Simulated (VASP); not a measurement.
# PbO in VASP: a series of runs, part 2 of 2

VASP 6.6.1. The steps go on from the part before.

## (4) Single point, PBE+D3(BJ) (uniaxial strain along a: -3.0 %)

INCAR

```
PREC = Accurate ; ENCUT = 600
EDIFF = 1E-6 ; ISMEAR = 0
SIGMA = 0.02 ; LREAL = False
LASPH = True ; NELM = 120
ALGO = Normal ; ISIF = 2
LWAVE = False ; LCHARG = False
GGA = PE ; IVDW = 12
NBANDS = 28 ; GGA_COMPAT = False
```

KPOINTS

```
Automatic mesh
0
Gamma
  8 8 6
```

POSCAR

```
PbO
1.0
    3.9129310290      0.0000000000      0.0000000000
    0.0000000000      4.0642041358      0.0000000000
    0.0000000000      0.0000000000      5.0324534761
Pb O
2 2
Direct
    0.0000000000      0.5000000000      0.2376143036
    0.5000000000      0.0000000000      0.7623856964
    0.0000000000      0.0000000000      0.0088962771
    0.5000000000      0.5000000000     -0.0088962771
```

Potentials or basis: VASP PAW PBE potentials, release 64 (Pb_d, O).

On the command line:

```bash
$ cat potpaw_PBE.64/Pb_d/POTCAR potpaw_PBE.64/O/POTCAR > POTCAR
$ mpirun -np 1 vasp_std > vasp.out
```

OUTCAR:

```text
PREC = Accurate
   ENCUT = 600
   EDIFF = 1E-6
   ISMEAR = 0
   LREAL = False
   LASPH = True
   NELM = 120
   ISIF = 2
   GGA = PE
   IVDW = 12
 IVDW          = 12

 ion  position               nearest neighbor table
   1  0.000  0.500  0.238-   4 2.32   4 2.32   3 2.34   3 2.34   2 3.70   2 3.70   2 3.70   2 3.70
                             2 3.86   2 3.86   2 3.86   2 3.86
   2  0.500  0.000  0.762-   3 2.32   3 2.32   4 2.34   4 2.34   1 3.70   1 3.70   1 3.70   1 3.70
                             1 3.86   1 3.86   1 3.86   1 3.86
   3  0.000  0.000  0.009-   2 2.32   2 2.32   1 2.34   1 2.34
   4  0.500  0.500  0.991-   1 2.32   1 2.32   2 2.34   2 2.34

  LATTYP: Found a simple orthorhombic cell.
 ALAT       =     3.9129310290
 B/A-ratio  =     1.0386597938
 C/A-ratio  =     1.2861084028

  Lattice vectors:

 A1 = (   3.9129310290,   0.0000000000,   0.0000000000)
 A2 = (   0.0000000000,   4.0642041358,   0.0000000000)
 A3 = (   0.0000000000,   0.0000000000,   5.0324534761)

Analysis of symmetry for initial positions (statically):
=====================================================================
 Subroutine PRICEL returns:
 Original cell was already a primitive cell.

[... 179 lines left out ...]
 cond. band min:       6.2539315102   @ k =   0.5000   0.5000   0.0000
 fundamental gap:      1.1894596680
 Fermi energy:         5.2033367906

 k-point     1 :       0.0000    0.0000    0.0000
  band No.  band energies     occupation
      1     -13.2407      2.00000
      2     -12.7307      2.00000
      3     -10.9572      2.00000
      4     -10.9541      2.00000
      5     -10.8990      2.00000
      6     -10.8822      2.00000
[... 733 lines left out ...]
     27      13.5705      0.00000
     28      13.5705      0.00000

 [... further k-points ...]

------------------------ aborting loop because EDIFF is reached ----------------------------------------

 Edisp (eV)   -0.94856

 E8    (eV) :    -0.4347

  FORCE on cell =-STRESS in cart. coord.  units (eV):
  Direction    XX          YY          ZZ          XY          YZ          ZX
  --------------------------------------------------------------------------------------
  -------------------------------------------------------------------------------------
  Total       0.86380     0.92513     0.36221     0.00000     0.00000     0.00000
  in kB      17.29284    18.52058     7.25117     0.00000     0.00000     0.00000
  external pressure =       14.35 kB  Pullay stress =        0.00 kB

 VOLUME and BASIS-vectors are now :
 -----------------------------------------------------------------------------
  energy-cutoff  :      600.00
  volume of cell :       80.03
      direct lattice vectors                 reciprocal lattice vectors
     3.912931029  0.000000000  0.000000000     0.255562900  0.000000000  0.000000000
     0.000000000  4.064204136  0.000000000     0.000000000  0.246050633  0.000000000
     0.000000000  0.000000000  5.032453476     0.000000000  0.000000000  0.198710232

 POSITION                                       TOTAL-FORCE (eV/Angst)
 -----------------------------------------------------------------------------------
      0.00000      2.03210      1.19578         0.000000      0.000000      0.158885
      1.95647      0.00000      3.83667         0.000000      0.000000     -0.158885
      0.00000      0.00000      0.04477         0.000000      0.000000     -0.007595
      1.95647      2.03210      4.98768         0.000000      0.000000      0.007595
 -----------------------------------------------------------------------------------
    total drift:                                0.000000      0.000000     -0.000000

  FREE ENERGIE OF THE ION-ELECTRON SYSTEM (eV)
  ---------------------------------------------------
  free  energy   TOTEN  =       -22.3921156754 eV

  energy  without entropy=      -22.3921156754  energy(sigma->0) =      -22.39211568
```

It took 3.4 min on 1 thread of Oxide Virtual Turin-like, shared host; peak memory 0.33 GiB.

What came out:

* Free energy: -22.3921 eV
* Pressure: 1.4 GPa
* Largest force: 0.159 eV/Å
* Band gap on the k mesh: 1.19 eV (least direct gap 2.19 eV)
* Dispersion energy per atom: -0.237 eV

Forces on the atoms (eV/Å):
```
Pb   0.000  0.000  0.159
Pb   0.000  0.000 -0.159
O    0.000  0.000 -0.008
O    0.000  0.000  0.008
```

Stress tensor (GPa, compression positive):
```
1.73 0.00 0.00
0.00 1.85 0.00
0.00 0.00 0.73
```

Levels at points of the mesh, in eV from the valence-band top:
```csv
k point,band 18,band 19,band 20,band 21,band 22,band 23
"(0.00, 0.00, 0.00)",-1.61,-1.61,-0.02,2.39,5.37,5.50
"(0.50, 0.00, 0.00)",-3.01,-1.62,-1.62,3.21,3.21,6.56
"(0.00, 0.50, 0.00)",-2.87,-1.67,-1.67,3.51,3.51,6.44
"(0.50, 0.50, 0.00)",-1.67,-1.00,-1.00,1.19,1.19,5.26
"(0.00, 0.00, 0.50)",-1.65,-1.62,-0.94,2.01,3.78,4.22
"(0.50, 0.00, 0.50)",-2.98,-1.00,-1.00,3.10,3.10,6.21
"(0.00, 0.50, 0.50)",-2.84,-0.99,-0.99,3.01,3.01,6.37
"(0.50, 0.50, 0.50)",-2.24,-1.00,-1.00,3.42,3.42,4.71
```

Caveat: the cell differs from its parent crystal (uniaxial strain along a: -3.0 %); spin-orbit coupling is left out, which moves the levels of the heavy elements.

## (5) Summary

| task | cell | k mesh | gap on the mesh (eV) | pressure (GPa) | largest force (eV/Å) |
| --- | --- | --- | --- | --- | --- |
| relaxation of cell and atoms | relaxed to 30 GPa from a = 3.901, b = 3.901, c = 3.748 Å, 4 atoms, atomic positions A | 10 × 10 × 10 | none | 30.1 | - |
| single point | a = 4.034, b = 4.034, c = 4.995 Å, 4 atoms, atomic positions B | 8 × 8 × 6 | 1.27 | 0.0 | 0.04 |
| single point | a = 3.913, b = 4.064, c = 5.032 Å, 4 atoms, atomic positions C | 8 × 8 × 6 | 1.19 | 1.4 | 0.16 |

Alike in all rows: level PBE+D3(BJ); potentials or basis VASP PAW PBE potentials, release 64 (Pb_d, O); no spin polarisation; cutoff (eV) 600; smearing gaussian 0.02 eV.

Caveats: spin-orbit coupling is left out, which moves the levels of the heavy elements; the cell is relaxed towards a set pressure, so the run minimises the enthalpy, not the energy (at least some runs); semilocal functionals underestimate gaps, and a narrow one can read as zero (at least some runs).

Absolute energies hang on the potentials; compare differences alone.
